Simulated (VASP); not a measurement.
KF: single point with LDA

KF:

```
K F
1.0
     0.00000    2.58172    2.48491
     2.53654    0.00000    2.48491
     2.53654    2.58172    0.00000
K F
1 1
Direct
  0.00000 0.00000 0.00000
  0.50000 0.50000 0.50000
```

This cell differs from its parent crystal: normal strain along x -0.0175, normal strain along z -0.0375.

```json
{"Program": "VASP 6.6.1", "Task": "single point", "Functional": "LDA", "Potentials or basis": "VASP PAW LDA potentials, release 64 (K_sv, F)", "Cutoff": "520 eV", "k mesh": "8 × 8 × 8", "Occupations": "gaussian, width 0.05 eV", "Spin": "no spin polarisation"}
```

- Pressure: 3.3 GPa
- Band gap on the k mesh: 6.59 eV, indirect (least direct gap 6.60 eV)

Stress tensor (GPa, compression positive):
```
3.04 0.00 0.00
0.00 1.27 0.00
0.00 0.00 5.57
```

Levels at points of the mesh, in eV from the valence-band top:
```
           k point  band 6  band 7  band 8  band 9  band 10  band 11
(0.00, 0.00, 0.00)   -0.13   -0.08   -0.02    6.59    10.70    10.83
(0.50, 0.00, 0.00)   -1.13   -0.62   -0.61    9.35    11.35    12.54
(0.50, 0.50, 0.00)   -0.13   -0.07   -0.07    7.80    10.98    12.80
(0.50, 0.00, 0.50)   -0.23   -0.09   -0.01    7.95    10.96    12.46
(0.00, 0.50, 0.50)   -0.16   -0.14    0.00    7.89    10.95    12.62
```

Wall time 19 s on 1 thread of Intel(R) Xeon(R) 6975P-C (Granite Rapids) (shared host), peak memory 0.17 GiB.

Caveat: the cell differs from its parent crystal (normal strain along x -0.0175, normal strain along z -0.0375). A k mesh can miss the band edges.
